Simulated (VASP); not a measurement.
# ZrB2 in VASP: a series of runs, part 2 of 2

VASP 6.6.1. The steps go on from the part before.

## 4. Single point, PBE (zz strain of +1 %)

Contents of INCAR:

```
PREC = Accurate ; ENCUT = 520
EDIFF = 1E-6 ; ISMEAR = -1
SIGMA = 0.05 ; LREAL = False
LASPH = True ; NELM = 80
ALGO = Normal ; ISIF = 2
LWAVE = False ; LCHARG = False
GGA = PE ; NBANDS = 16
```

Contents of KPOINTS:

```
Automatic mesh
0
Gamma
  12 12 9
```

Contents of POSCAR:

```
ZrB2
1.0
    3.1649998255      0.0000000000      0.0000000000
   -1.5824999128      2.7409702519      0.0000000000
    0.0000000000      0.0000000000      3.5552000000
Zr B
1 2
Direct
    0.0000000000      0.0000000000      0.0000000000
    0.3333333333      0.6666666667      0.5000000000
    0.6666666667      0.3333333333      0.5000000000
```

Potentials or basis: VASP PAW PBE potentials, release 64 (Zr_sv, B).

On the command line:

```bash
> cat potpaw_PBE.64/Zr_sv/POTCAR potpaw_PBE.64/B/POTCAR > POTCAR
> mpirun -np 1 vasp_std > vasp.out
```

OUTCAR:

```text
PREC = Accurate
   ENCUT = 520
   EDIFF = 1E-6
   ISMEAR = -1
   LREAL = False
   LASPH = True
   NELM = 80
   ISIF = 2
   GGA = PE

 ion  position               nearest neighbor table
   1  0.000  0.000  0.000-   2 2.55   3 2.55   2 2.55   3 2.55   3 2.55   3 2.55   2 2.55   2 2.55
                             3 2.55   3 2.55   2 2.55   2 2.55
   2  0.333  0.667  0.500-   3 1.83   3 1.83   3 1.83   1 2.55   1 2.55   1 2.55   1 2.55   1 2.55
                             1 2.55
   3  0.667  0.333  0.500-   2 1.83   2 1.83   2 1.83   1 2.55   1 2.55   1 2.55   1 2.55   1 2.55
                             1 2.55

  LATTYP: Found a hexagonal cell.
 ALAT       =     3.1649998255
 C/A-ratio  =     1.1232860019

  Lattice vectors:

 A1 = (   3.1649998255,   0.0000000000,   0.0000000000)
 A2 = (  -1.5824999128,   2.7409702519,   0.0000000000)
 A3 = (   0.0000000000,   0.0000000000,   3.5552000000)

Analysis of symmetry for initial positions (statically):
=====================================================================
 Subroutine PRICEL returns:
 Original cell was already a primitive cell.

 Routine SETGRP: Setting up the symmetry group for a
 hexagonal supercell.

 Subroutine GETGRP returns: Found 24 space group operations
 (whereof 24 operations were pure point group operations)
 out of a pool of 24 trial point group operations.

The static configuration has the point symmetry D_6h.

Analysis of symmetry for dynamics (positions and initial velocities):
=====================================================================
 Subroutine PRICEL returns:
 Original cell was already a primitive cell.

 Routine SETGRP: Setting up the symmetry group for a
 hexagonal supercell.

 Subroutine GETGRP returns: Found 24 space group operations
 (whereof 24 operations were pure point group operations)
 out of a pool of 24 trial point group operations.

The dynamic configuration has the point symmetry D_6h.

 Subroutine INISYM returns: Found 24 space group operations
 (whereof 24 operations are pure point group operations),
 and found     1 'primitive' translations

----------------------------------------------------------------------------------------

                                     Primitive cell

  volume of cell :      30.8420

  direct lattice vectors                    reciprocal lattice vectors
     3.164999825  0.000000000  0.000000000     0.315955784  0.182417157  0.000000000
    -1.582499913  2.740970252  0.000000000     0.000000000  0.364834313  0.000000000
     0.000000000  0.000000000  3.555200000     0.000000000  0.000000000  0.281278128

  length of vectors
     3.164999825  3.164999826  3.555200000     0.364834313  0.364834313  0.281278128

  position of ions in fractional coordinates (direct lattice)
     0.000000000  0.000000000  0.000000000
     0.333333333  0.666666667  0.500000000
     0.666666667  0.333333333  0.500000000

  ion indices of the primitive-cell ions
   primitive index   ion index
                 1           1
                 2           2
                 3           3

----------------------------------------------------------------------------------------

 KPOINTS: Automatic mesh

Automatic generation of k-mesh.
 Grid dimensions read from file:
 generate k-points for:   12   12    9

 Generating k-lattice:

  Cartesian coordinates                     Fractional coordinates (reciprocal lattice)
     0.026329649  0.015201430  0.000000000     0.083333333  0.000000000  0.000000000
     0.000000000  0.030402859  0.000000000     0.000000000  0.083333333  0.000000000
     0.000000000  0.000000000  0.031253125     0.000000000  0.000000000  0.111111111

  Length of vectors
     0.030402859  0.030402859  0.031253125

  Shift w.r.t. Gamma in fractional coordinates (k-lattice)
     0.000000000  0.000000000  0.000000000

 Subroutine IBZKPT returns following result:
 ===========================================

 Found     95 irreducible k-points:

 Following reciprocal coordinates:
            Coordinates               Weight
  0.000000  0.000000  0.000000      1.000000
  0.083333  0.000000  0.000000      6.000000
  0.166667  0.000000  0.000000      6.000000
  0.250000  0.000000  0.000000      6.000000
  0.333333  0.000000  0.000000      6.000000
  0.416667  0.000000  0.000000      6.000000
[... 16 lines left out ...]
  0.250000  0.000000  0.111111     12.000000
  0.333333  0.000000  0.111111     12.000000
 [... further k-points ...]
   k-points           NKPTS =     95   k-points in BZ     NKDIM =     95   number of bands    NBANDS=     16
   number of dos      NEDOS =    301   number of ions     NIONS =      3
   total plane-waves  NPLWV =  16128
   dimension x,y,z NGX =    24 NGY =   24 NGZ =   28
   dimension x,y,z NGXF=    48 NGYF=   48 NGZF=   56
   ions per type =               1   2
   NGX,Y,Z   is equivalent  to a cutoff of  12.61, 12.61, 13.09 a.u.
   NGXF,Y,Z  is equivalent  to a cutoff of  25.21, 25.21, 26.19 a.u.
 SYSTEM =  unknown system
   PREC   = accura    normal or accurate (medium, high low for compatibility)
   ISTART =      0    job   : 0-new  1-cont  2-samecut
   ICHARG =      2    charge: 1-file 2-atom 10-const
   ISPIN  =      1    spin polarized calculation?
   LNONCOLLINEAR =      F non collinear calculations
   LSORBIT =      F    spin-orbit coupling
   LASPH  =      T    aspherical Exc in radial PAW
   ENCUT  =  520.0 eV  38.22 Ry    6.18 a.u.   5.88  5.88  6.61*2*pi/ulx,y,z
   NELM   =     80;   NELMIN=  2; NELMDL= -5     # of ELM steps
   EDIFF  = 0.1E-05   stopping-criterion for ELM
   LREAL  =      F    real-space projection
   EDIFFG = 0.1E-04   stopping-criterion for IOM
   NSW    =      0    number of steps for IOM
   IBRION =     -1    ionic relax: 0-MD 1-quasi-New 2-CG
   NFREE  =      0    steps in history (QN), initial steepest desc. (CG)
   ISIF   =      2    stress and relaxation
   ISYM   =      2    0-nonsym 1-usesym 2-fastsym
   POTIM  = 0.5000    time-step for ionic-motion
   TEBEG  =    0.0;   TEEND  =   0.0 temperature during run
   PSTRESS=    0.0 pullay stress
   NELECT =      18.0000    total number of electrons
   NUPDOWN=      -1.0000    fix difference up-down
   EMIN   =  10.00;   EMAX   =-10.00  energy-range for DOS
   EFERMI =   0.00;   METHOD = LEGACY
   ISMEAR =    -1;   SIGMA  =   0.05  broadening in eV -4-tet -1-fermi 0-gaus
   EFERMI_NEDOS =   21; number of points for ismear=-14 and -15
   IALGO  =     38    algorithm
   IMIX   =      4    mixing-type and parameters
     AMIX     =   0.40;   BMIX     =  1.00
     AMIX_MAG =   1.60;   BMIX_MAG =  1.00
  volume/ion in A,a.u.               =      10.28        69.38
  Fermi-wavevector in a.u.,A,eV,Ry     =   1.368101  2.585337 25.466047  1.871702
  Thomas-Fermi vector in A             =   2.494095
   LORBIT       =      0    0 simple, 1 ext, 2 COOP (PROOUT), +10 PAW based schemes
   GGA     = PE    functional components
   LHFCALC =     F    Hartree Fock is set to
   AEXX    =    0.0000 exact exchange contribution
   IVDW    =     0    specifies the selected vdW correction
   LEPSILON=     F    determine dielectric tensor
   LRPA    =     F    only Hartree local field effects (RPA)
 non-spin polarized calculation
  energy-cutoff  :      520.00
  volume of cell :       30.84
 maximum number of plane-waves:       852
 NGX is ok and might be reduce to    24
   NGX = 11   NGY = 11   NGZ = 13

 number of electron      18.0000000 magnetization

 Free energy of the ion-electron system (eV)
  ---------------------------------------------------
  ext. energy  EPLUGINS =         0.00000000
  ---------------------------------------------------
  free energy    TOTEN  =       -24.98173878 eV

  energy without entropy =      -24.97975905  energy(sigma->0) =      -24.98074892

 E-fermi :  10.5687     XC(G=0): -12.4273

 val. band max:       10.5627525364   @ k =   0.1667   0.1667   0.1111
 cond. band min:      10.6315443084   @ k =   0.1667   0.1667   0.2222
 fundamental gap:      0.0687917720
 Fermi energy:        10.5687414228

 k-point     1 :       0.0000    0.0000    0.0000
  band No.  band energies     occupation
      1     -38.1664      2.00000
      2     -16.3567      2.00000
      3     -15.7903      2.00000
      4     -15.7903      2.00000
      5      -2.2338      2.00000
      6       7.8901      2.00000
[... 433 lines left out ...]
      3     -16.2604      2.00000
      4     -15.9485      2.00000
      5      -0.1804      2.00000
      6       4.0526      2.00000
[... 8 lines left out ...]
     15      18.1198      0.00000
     16      21.0160      0.00000

 [... further k-points ...]

------------------------ aborting loop because EDIFF is reached ----------------------------------------

  FORCE on cell =-STRESS in cart. coord.  units (eV):
  Direction    XX          YY          ZZ          XY          YZ          ZX
  --------------------------------------------------------------------------------------
  -------------------------------------------------------------------------------------
  Total        0.1612759      0.1612759     -0.1742703     -0.0000000      0.0000000     -0.0000000
  in kB        8.3779560      8.3779560     -9.0529871     -0.0000000      0.0000000     -0.0000000
  external PRESSURE =       2.5676416 kB  Pullay stress =       0.0000000 kB

 VOLUME and BASIS-vectors are now :
 -----------------------------------------------------------------------------
  energy-cutoff  :      520.00
  volume of cell :       30.84
      direct lattice vectors                 reciprocal lattice vectors
     3.164999825  0.000000000  0.000000000     0.315955784  0.182417157  0.000000000
    -1.582499913  2.740970252  0.000000000     0.000000000  0.364834313  0.000000000
     0.000000000  0.000000000  3.555200000     0.000000000  0.000000000  0.281278128

 POSITION                                       TOTAL-FORCE (eV/Angst)
 -----------------------------------------------------------------------------------
      0.00000      0.00000      0.00000         0.000000      0.000000      0.000000
     -0.00000      1.82731      1.77760         0.000000      0.000000      0.000000
      1.58250      0.91366      1.77760        -0.000000     -0.000000      0.000000
 -----------------------------------------------------------------------------------
    total drift:                               -0.000000      0.000000      0.000000

  FREE ENERGIE OF THE ION-ELECTRON SYSTEM (eV)
  ---------------------------------------------------
  free  energy   TOTEN  =       -24.9817387792 eV

  energy  without entropy=      -24.9797590520  energy(sigma->0) =      -24.98074892
```

OSZICAR:

```text
N       E                     dE             d eps       ncg     rms          rms(c)
DAV:   1     0.100895011040E+03    0.10090E+03   -0.96679E+03  3040   0.112E+03
DAV:   2    -0.236163509800E+02   -0.12451E+03   -0.11932E+03  3976   0.290E+02
DAV:   3    -0.276260572869E+02   -0.40097E+01   -0.39956E+01  4624   0.448E+01
DAV:   4    -0.276874783562E+02   -0.61421E-01   -0.61389E-01  3696   0.503E+00
DAV:   5    -0.276883915846E+02   -0.91323E-03   -0.91321E-03  4608   0.474E-01    0.213E+01
DAV:   6    -0.250268024563E+02    0.26616E+01   -0.59665E+00  3960   0.162E+01    0.854E+00
DAV:   7    -0.249830840036E+02    0.43718E-01   -0.61225E-01  4168   0.489E+00    0.315E+00
DAV:   8    -0.249862084841E+02   -0.31245E-02   -0.97063E-02  3720   0.248E+00    0.412E-01
DAV:   9    -0.249820655204E+02    0.41430E-02   -0.20816E-02  3832   0.105E+00    0.217E-01
DAV:  10    -0.249817333166E+02    0.33220E-03   -0.18843E-03  3672   0.394E-01    0.375E-02
DAV:  11    -0.249817409750E+02   -0.76584E-05   -0.62750E-05  3776   0.765E-02    0.104E-02
DAV:  12    -0.249817387160E+02    0.22590E-05   -0.32597E-06  3728   0.154E-02    0.639E-03
DAV:  13    -0.249817387792E+02   -0.63241E-07   -0.28346E-07  1880   0.553E-03
   1 F= -.24981739E+02 E0= -.24980749E+02  d E =-.197973E-02
```

stdout:

```text
POSCAR found type information on POSCAR ZrB
 POSCAR found :  2 types and       3 ions
 scaLAPACK will be used
 LDA part: xc-table for (Slater+PW92), standard interpolation
 POSCAR, INCAR and KPOINTS ok, starting setup
 FFT: planning ... GRIDC
 FFT: planning ... GRID_SOFT
 FFT: planning ... GRID
 WAVECAR not read
 entering main loop
```

It used 48 s of CPU time on 1 thread of Intel Xeon 8259CL, with other jobs on the host.

What came out:

```
Free energy            : -24.9817 eV
Pressure               : 0.3 GPa
Band gap on the k mesh : zero (bands 9 and 10 overlap by 1.37 eV)
```

Stress tensor (GPa, compression positive):
```
 0.84  0.00  0.00
 0.00  0.84  0.00
 0.00  0.00 -0.91
```

Caveat: the cell differs from its parent crystal (zz strain of +1 %).

## 5. Summary

```tsv
cell	gap on the mesh (eV)	pressure (GPa)
a = 3.165, b = 3.151, c = 3.520 Å, angles 89.8, 89.4, 119.6°, 3 atoms	none	2.6
a = 3.165, b = 3.165, c = 3.450 Å, angles 90.0, 90.0, 120.0°, 3 atoms	none	7.6
a = 3.165, b = 3.165, c = 3.555 Å, angles 90.0, 90.0, 120.0°, 3 atoms	none	0.3
```

Alike in all rows: task single point; level PBE; potentials or basis VASP PAW PBE potentials, release 64 (Zr_sv, B); no spin polarisation; k mesh 12 × 12 × 9; cutoff (eV) 520; smearing fermi-dirac 0.05 eV.

Caveats: the cell stands under pressure (at least some runs).

Total energies depend on the potentials used, so only differences within one code and one set of settings carry meaning.
